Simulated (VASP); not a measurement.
Write the native input for VASP 6.6.1 that does the following.

```
Task                   : single point
Functional             : PBE
Potentials or basis    : VASP PAW PBE potentials, release 64 (Hf_pv)
Cutoff                 : 520 eV
k mesh                 : 12 × 12 × 12
Occupations            : fermi-dirac, width 0.1 eV
Spin                   : no spin polarisation
Dipole correction      : no
Further INCAR settings : ALGO = Normal; EDIFF = 1e-07; NBANDS = 17
```

The structure of Hf lies in POSCAR:

```
Hf
1.0
    0.0000000000      3.2729917522      3.2729917522
    3.2729917522      0.0000000000      3.2729917522
    3.2729917522      3.2729917522      0.0000000000
Hf
2
Direct
   -0.1250000000     -0.1250000000     -0.1250000000
    0.1250000000      0.1250000000      0.1250000000
```

One way to write it, as run:

INCAR

```
PREC = Accurate
ENCUT = 520
EDIFF = 1E-7
ISMEAR = -1
SIGMA = 0.1
LREAL = F
LASPH = T
NELM = 80
ALGO = Normal
ISIF = 2
LWAVE = F
LCHARG = T
GGA = PE
LELF = T
LVHAR = T
NBANDS = 17
```

KPOINTS

```
Automatic mesh
0
Gamma
  12 12 12
```

Potentials or basis: VASP PAW PBE potentials, release 64 (Hf_pv).

Run with:

```sh
$ cat potpaw_PBE.64/Hf_pv/POTCAR > POTCAR
$ mpirun -np 1 vasp_std > vasp.out
```

Results of the run:

```json
{"Pressure": "-0.2 GPa", "Band gap on the k mesh": "zero (band 10 reaches 1.90 eV, above the bottom of band 11 at 1.26 eV)"}
```

Caveat: spin-orbit coupling is left out, which moves the levels of the heavy elements.

Run time: 110 s on 1 thread of AMD EPYC 7R13 (shared host), peak memory 0.21 GiB.
